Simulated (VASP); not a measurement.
# BaTiO3 (Amm2) in VASP: notebook

The runs below take BaTiO3 through single point, with r2SCAN+U.

All numbers are computed with VASP 6.6.1; they aren't measurements. Logs are shortened: lines on timing, memory, paths and dates and some standing lists are left out, and cuts for length are marked.

## Step 1: The cell of the first run

The structure is orthorhombic, space group Amm2 (No. 38). The conventional cell has a = 4.055 Å, b = 5.770 Å, c = 5.696 Å, α = 90.00°, β = 90.00°, γ = 90.00°. Within 3.7 Å of Ba (site symmetry mm2) lie 12 O at 2.79 to 2.90 Å and 8 Ti at 3.45 to 3.54 Å. Within 2.6 Å of Ti (site symmetry mm2) lie 6 O at 1.93 to 2.13 Å. O (site symmetry mm2) has 2 Ti at 2.03 Å and 4 Ba at 2.79 to 2.90 Å and 8 O at 2.85 to 2.89 Å within 3.0 Å. Within 2.6 Å of O (site symmetry m) lie 2 Ti at 1.93 to 2.13 Å.

## Step 2: Single point, r2SCAN+U (strain +0.0150 x Voigt [1, 1, 0, 0, 0, 0])

The input, POSCAR:

```
BaTiO3
1.0
    4.0550711843      0.0000000000      0.0000000000
    0.0000000000      2.8851138784      2.8480072467
    0.0000000000     -2.8851138784      2.8480072467
Ba Ti O
1 1 3
Direct
    0.0000000000      0.0044061013      0.0044061013
    0.5000000000      0.5135753574      0.5135753574
    0.0000000000      0.4947134011      0.4947134011
    0.5000000000      0.4954342955      0.9880908446
    0.5000000000      0.9880908446      0.4954342955
```

The input, INCAR.step1:

```
PREC     = Accurate       # precision mode
ENCUT    = 520            # plane-wave cutoff, eV
ISMEAR   = 0              # smearing method
SIGMA    = 0.05           # smearing width, eV
LREAL    = False          # projectors in reciprocal space
LASPH    = True           # aspherical terms in the spheres
NELM     = 150            # most SCF steps
LMAXMIX  = 4              # l up to which the mixer works
LDAU     = True           # DFT+U
LDAUTYPE = 2            
LDAUL    = -1 2 -1        # shell
LDAUU    = 0 4 0          # U, eV
LDAUJ    = 0 0 0        
NBANDS   = 28             # bands
GGA      = PE             # functional
ALGO     = Normal         # electronic algorithm
EDIFF    = 1E-4           # SCF threshold, eV
LWAVE    = True           # write WAVECAR
LCHARG   = False          # write CHGCAR
```

The input, INCAR.step2:

```
PREC     = Accurate       # precision mode
ENCUT    = 520            # plane-wave cutoff, eV
EDIFF    = 1E-6           # SCF threshold, eV
ISMEAR   = 0              # smearing method
SIGMA    = 0.05           # smearing width, eV
LREAL    = False          # projectors in reciprocal space
LASPH    = True           # aspherical terms in the spheres
NELM     = 150            # most SCF steps
ALGO     = Normal         # electronic algorithm
ISIF     = 2              # what is computed and relaxed
LWAVE    = False          # write WAVECAR
LCHARG   = False          # write CHGCAR
LMAXMIX  = 4              # l up to which the mixer works
LDAU     = True           # DFT+U
LDAUTYPE = 2            
LDAUL    = -1 2 -1        # shell
LDAUU    = 0 4 0          # U, eV
LDAUJ    = 0 0 0        
LDAUPRINT= 1            
METAGGA  = R2SCAN         # meta-GGA
LMIXTAU  = True         
NBANDS   = 28             # bands
ISTART   = 1
```

The input, KPOINTS:

```
Automatic mesh
0
Gamma
  6 6 6
```

Potentials or basis: VASP PAW PBE potentials, release 64 (Ba_sv, Ti_sv, O).

Started as:

```console
> cat potpaw_PBE.64/Ba_sv/POTCAR potpaw_PBE.64/Ti_sv/POTCAR potpaw_PBE.64/O/POTCAR > POTCAR
> cp INCAR.step1 INCAR
> mpirun -np 1 vasp_std > vasp.out
> cp INCAR.step2 INCAR
> mpirun -np 1 vasp_std > vasp.out
```

OUTCAR:

```text
PREC = Accurate
   ENCUT = 520
   EDIFF = 1E-6
   ISMEAR = 0
   LREAL = False
   LASPH = True
   NELM = 150
   ISIF = 2
   METAGGA = R2SCAN
   ISTART = 1

 ion  position               nearest neighbor table
   1  0.000  0.004  0.004-   3 2.79   4 2.84   5 2.84   4 2.84   5 2.84   3 2.89   3 2.89   5 2.89
                             4 2.89   5 2.89   4 2.89   3 2.90   2 3.45   2 3.45   2 3.53   2 3.53
   2  0.500  0.514  0.514-   4 1.93   5 1.93   3 2.03   3 2.03   5 2.13   4 2.13   1 3.45   1 3.45
                             1 3.53   1 3.53   1 3.53   1 3.53   1 3.54   1 3.54
   3  0.000  0.495  0.495-   2 2.03   2 2.03   1 2.79   1 2.89   1 2.89   1 2.90
   4  0.500  0.495  0.988-   2 1.93   2 2.13   1 2.84   1 2.84   1 2.89   1 2.89
   5  0.500  0.988  0.495-   2 1.93   2 2.13   1 2.84   1 2.84   1 2.89   1 2.89

  LATTYP: Found a base centered orthorhombic cell.
 ALAT       =     5.6960144934
 B/A-ratio  =     1.0130289808
 C/A-ratio  =     0.7119137757

  Lattice vectors:

 A1 = (   0.0000000000,   2.8851138784,   2.8480072467)
 A2 = (   0.0000000000,  -2.8851138784,   2.8480072467)
 A3 = (   4.0550711843,   0.0000000000,   0.0000000000)

Analysis of symmetry for initial positions (statically):
=====================================================================
 Subroutine PRICEL returns:
 Original cell was already a primitive cell.

 Routine SETGRP: Setting up the symmetry group for a
 base centered orthorhombic supercell.

 Subroutine GETGRP returns: Found  4 space group operations
 (whereof  4 operations were pure point group operations)
 out of a pool of  8 trial point group operations.

The static configuration has the point symmetry C_2v.

Analysis of symmetry for dynamics (positions and initial velocities):
=====================================================================
 Subroutine PRICEL returns:
 Original cell was already a primitive cell.

 Routine SETGRP: Setting up the symmetry group for a
 base centered orthorhombic supercell.

[... 161 lines left out ...]
  0.0000  0.0000  0.0000  0.0952  0.0000
  0.0000  0.0000 -0.0520  0.0000  0.1992

spin component  2

  0.0957  0.0000  0.0000  0.0000  0.0000
  0.0000  0.2343  0.0000  0.0000  0.0000
  0.0000  0.0000  0.1275  0.0000 -0.0520
  0.0000  0.0000  0.0000  0.0952  0.0000
  0.0000  0.0000 -0.0520  0.0000  0.1992

 occupancies and eigenvectors

  o =  0.0952  v =  0.0000  0.0000 -0.0000  1.0000 -0.0000  0.0000  0.0000  0.0000  0.0000  0.0000      0.0000  0.0000  0.0000  0.0000  0.0000  0.0000  0.0000  0.0000  0.0000  0.0000
  o =  0.0952  v =  0.0000  0.0000  0.0000  0.0000  0.0000  0.0000  0.0000 -0.0000  1.0000 -0.0000      0.0000  0.0000  0.0000  0.0000  0.0000  0.0000  0.0000  0.0000  0.0000  0.0000
  o =  0.0957  v =  1.0000  0.0000  0.0000  0.0000  0.0000  0.0000  0.0000  0.0000  0.0000  0.0000      0.0000  0.0000  0.0000  0.0000  0.0000  0.0000  0.0000  0.0000  0.0000  0.0000
  o =  0.0957  v =  0.0000  0.0000  0.0000  0.0000  0.0000  1.0000  0.0000  0.0000  0.0000  0.0000      0.0000  0.0000  0.0000  0.0000  0.0000  0.0000  0.0000  0.0000  0.0000  0.0000
  o =  0.1002  v =  0.0000  0.0000 -0.8855 -0.0000 -0.4647  0.0000  0.0000  0.0000  0.0000  0.0000      0.0000  0.0000  0.0000  0.0000  0.0000  0.0000  0.0000  0.0000  0.0000  0.0000
  o =  0.1002  v =  0.0000  0.0000  0.0000  0.0000  0.0000  0.0000  0.0000 -0.8855 -0.0000 -0.4647      0.0000  0.0000  0.0000  0.0000  0.0000  0.0000  0.0000  0.0000  0.0000  0.0000
  o =  0.2265  v =  0.0000  0.0000  0.0000  0.0000  0.0000  0.0000  0.0000 -0.4647  0.0000  0.8855      0.0000  0.0000  0.0000  0.0000  0.0000  0.0000  0.0000  0.0000  0.0000  0.0000
  o =  0.2265  v =  0.0000  0.0000 -0.4647  0.0000  0.8855  0.0000  0.0000  0.0000  0.0000  0.0000      0.0000  0.0000  0.0000  0.0000  0.0000  0.0000  0.0000  0.0000  0.0000  0.0000
  o =  0.2343  v =  0.0000  0.0000  0.0000  0.0000  0.0000  0.0000  1.0000  0.0000  0.0000  0.0000      0.0000  0.0000  0.0000  0.0000  0.0000  0.0000  0.0000  0.0000  0.0000  0.0000
  o =  0.2343  v =  0.0000  1.0000  0.0000  0.0000  0.0000  0.0000  0.0000  0.0000  0.0000  0.0000      0.0000  0.0000  0.0000  0.0000  0.0000  0.0000  0.0000  0.0000  0.0000  0.0000

 number of electron      39.9999998 magnetization

 Free energy of the ion-electron system (eV)
  ---------------------------------------------------
  ext. energy  EPLUGINS =         0.00000000
  ---------------------------------------------------
  free energy    TOTEN  =       -71.64840523 eV

  energy without entropy =      -71.64840523  energy(sigma->0) =      -71.64840523

 E-fermi :   3.7613     XC(G=0): -11.7007

 val. band max:        3.3793024704   @ k =   0.5000   0.5000   0.5000
 cond. band min:       6.1261516113   @ k =   0.0000   0.0000   0.0000
 fundamental gap:      2.7468491409
 Fermi energy:         3.7613363415

 k-point     1 :       0.0000    0.0000    0.0000
  band No.  band energies     occupation
      1     -56.6435      2.00000
      2     -31.7597      2.00000
      3     -31.7401      2.00000
      4     -31.7297      2.00000
      5     -22.2162      2.00000
      6     -14.4575      2.00000
[... 733 lines left out ...]
     27      11.9323      0.00000
     28      12.4055      0.00000

 [... further k-points ...]

------------------------ aborting loop because EDIFF is reached ----------------------------------------

  FORCE on cell =-STRESS in cart. coord.  units (eV):
  Direction    XX          YY          ZZ          XY          YZ          ZX
  --------------------------------------------------------------------------------------
  -------------------------------------------------------------------------------------
  Total       -1.0621482     -1.1260687      0.3464567      0.0000000      0.0000000      0.0000000
  in kB      -25.5366050    -27.0734099      8.3296545      0.0000000      0.0000000      0.0000000
  external PRESSURE =     -14.7601201 kB  Pullay stress =       0.0000000 kB

 VOLUME and BASIS-vectors are now :
 -----------------------------------------------------------------------------
  energy-cutoff  :      520.00
  volume of cell :       66.64
      direct lattice vectors                 reciprocal lattice vectors
     4.055071184  0.000000000  0.000000000     0.246604795  0.000000000  0.000000000
     0.000000000  2.885113878  2.848007247     0.000000000  0.173303385  0.175561351
     0.000000000 -2.885113878  2.848007247     0.000000000 -0.173303385  0.175561351

 POSITION                                       TOTAL-FORCE (eV/Angst)
 -----------------------------------------------------------------------------------
      0.00000      0.00000      0.02510         0.000000      0.000000     -0.012309
      2.02754      0.00000      2.92533         0.000000      0.000000     -0.358484
      0.00000      0.00000      2.81789         0.000000      0.000000      0.042654
      2.02754     -1.42137      4.22509         0.000000     -0.138567      0.164069
      2.02754      1.42137      4.22509         0.000000      0.138567      0.164069
 -----------------------------------------------------------------------------------
    total drift:                                0.000000      0.000004      0.012617

  FREE ENERGIE OF THE ION-ELECTRON SYSTEM (eV)
  ---------------------------------------------------
  free  energy   TOTEN  =       -71.6484052323 eV

  energy  without entropy=      -71.6484052323  energy(sigma->0) =      -71.64840523
```

OUTCAR.step1:

```text
PREC = Accurate
   ENCUT = 520
   ISMEAR = 0
   LREAL = False
   LASPH = True
[... 983 lines left out ...]
      2.02754      0.00000      2.92533         0.000000      0.000000     -0.305881
      0.00000      0.00000      2.81789         0.000000      0.000000      0.012784
      2.02754     -1.42137      4.22509         0.000000     -0.152507      0.148909
      2.02754      1.42137      4.22509         0.000000      0.152507      0.148909
 -----------------------------------------------------------------------------------
    total drift:                                0.000000      0.000004     -0.002458

  FREE ENERGIE OF THE ION-ELECTRON SYSTEM (eV)
  ---------------------------------------------------
  free  energy   TOTEN  =       -37.3307799649 eV

  energy  without entropy=      -37.3307799649  energy(sigma->0) =      -37.33077996
```

Run time: 2.1 min. Hardware: 1 thread of Intel Xeon 6975P-C (Granite Rapids), shared host; peak memory 0.23 GiB.

Results:

```yaml
Free_energy: -71.6484 eV
Pressure: -1.5 GPa
Largest_force: 0.358 eV/Å
Band_gap_on_the_k_mesh: 2.75 eV (least direct gap 3.08 eV)
```

Forces on the atoms (eV/Å):
```
Ba   0.000  0.000 -0.012
Ti   0.000  0.000 -0.358
O    0.000  0.000  0.043
O    0.000 -0.139  0.164
O    0.000  0.139  0.164
```

Stress tensor (GPa, compression positive):
```
-2.55  0.00  0.00
 0.00 -2.71  0.00
 0.00  0.00  0.83
```

Eigenvalues of the final occupation matrices:
| site | spin | trace | eigenvalues |
| --- | --- | --- | --- |
| site 2 d | 1 | 0.75 | 0.10 0.10 0.10 0.23 0.23 |
| site 2 d | 2 | 0.75 | 0.10 0.10 0.10 0.23 0.23 |

Caveat: the cell differs from its parent crystal (strain +0.0150 x Voigt [1, 1, 0, 0, 0, 0]); the PAW data sets were made with another functional, which shifts forces and pressure a little; spin-orbit coupling is left out, which moves the levels of the heavy elements. A k mesh can miss the band edges.

## Step 3: Single point, r2SCAN+U (strain +0.0200 x Voigt [1, 1, 0, 0, 0, 0])

POSCAR: that of step 2 with these lines changed.

```diff
@@ -2,5 +2,5 @@
 1.0
-    4.0550711843      0.0000000000      0.0000000000
-    0.0000000000      2.8851138784      2.8480072467
-    0.0000000000     -2.8851138784      2.8480072467
+    4.0750469044      0.0000000000      0.0000000000
+    0.0000000000      2.8993262620      2.8480072467
+    0.0000000000     -2.8993262620      2.8480072467
 Ba Ti O
```

The input, INCAR.step1:

```
SYSTEM = BaTiO3
  PREC = Accurate
  ENCUT = 520
  ISMEAR = 0
  SIGMA = 0.05
  LREAL = .False.
  LASPH = .True.
  NELM = 150
  LMAXMIX = 4
  LDAU = .True.
  LDAUTYPE = 2
  LDAUL = -1 2 -1
  LDAUU = 0 4 0
  LDAUJ = 0 0 0
  NBANDS = 28
  GGA = PE
  ALGO = Normal
  EDIFF = 1E-4
  LWAVE = .True.
  LCHARG = .False.
```

The input, INCAR.step2:

```
SYSTEM = BaTiO3
  PREC = Accurate
  ENCUT = 520
  EDIFF = 1E-6
  ISMEAR = 0
  SIGMA = 0.05
  LREAL = .False.
  LASPH = .True.
  NELM = 150
  ALGO = Normal
  ISIF = 2
  LWAVE = .False.
  LCHARG = .False.
  LMAXMIX = 4
  LDAU = .True.
  LDAUTYPE = 2
  LDAUL = -1 2 -1
  LDAUU = 0 4 0
  LDAUJ = 0 0 0
  LDAUPRINT = 1
  METAGGA = R2SCAN
  LMIXTAU = .True.
  NBANDS = 28
  ISTART = 1
```

The input, KPOINTS:

```
regular mesh
0
Gamma
  6 6 6
  0 0 0
```

Potentials or basis: VASP PAW PBE potentials, release 64 (Ba_sv, Ti_sv, O).

Started as:

```console
> cat potpaw_PBE.64/Ba_sv/POTCAR potpaw_PBE.64/Ti_sv/POTCAR potpaw_PBE.64/O/POTCAR > POTCAR
> cp INCAR.step1 INCAR
> mpirun -np 1 vasp_std > vasp.out
> cp INCAR.step2 INCAR
> mpirun -np 1 vasp_std > vasp.out
```

It took 2.1 min on 1 thread of Intel Xeon 6975P-C (Granite Rapids), shared host; peak memory 0.23 GiB.

The run converged. Its results:

| Item | Value |
| --- | --- |
| Free energy | -71.6344 eV |
| Pressure | -3.1 GPa |
| Largest force | 0.306 eV/Å |
| Band gap on the k mesh | 2.70 eV (least direct gap 3.03 eV) |

Forces in eV/Å, atoms in the order of the input:
```
Ba   0.000  0.000 -0.010
Ti   0.000  0.000 -0.306
O    0.000  0.000  0.053
O    0.000 -0.097  0.131
O    0.000  0.097  0.131
```

Stress tensor (GPa, compression positive):
```
-4.40  0.00  0.00
 0.00 -4.76  0.00
 0.00  0.00 -0.06
```

Levels at points of the mesh, in eV from the valence-band top:
```
           k point  band 18  band 19  band 20  band 21  band 22  band 23
(0.00, 0.00, 0.00)    -0.40    -0.36    -0.33     2.70     2.73     2.80
(0.50, 0.00, 0.00)    -1.51    -1.03    -0.89     2.94     4.10     4.12
(0.00, 0.50, 0.00)    -1.67    -0.88    -0.84     2.87     4.07     4.20
(0.50, 0.50, 0.00)    -0.99    -0.98    -0.10     4.16     4.21     4.61
(0.00, 0.50, 0.50)    -0.90    -0.87    -0.14     4.19     4.24     4.61
(0.50, 0.50, 0.50)    -0.06    -0.04     0.00     4.75     4.80     4.85
```

Eigenvalues of the final occupation matrices:
```
    site  spin  trace               eigenvalues
site 2 d     1   0.75  0.09 0.10 0.10 0.22 0.23
site 2 d     2   0.75  0.09 0.10 0.10 0.22 0.23
```

Caveat: the cell differs from its parent crystal (strain +0.0200 x Voigt [1, 1, 0, 0, 0, 0]); the cell stands under tension; the PAW data sets were made with another functional, which shifts forces and pressure a little; spin-orbit coupling is left out, which moves the levels of the heavy elements. A k mesh can miss the band edges.
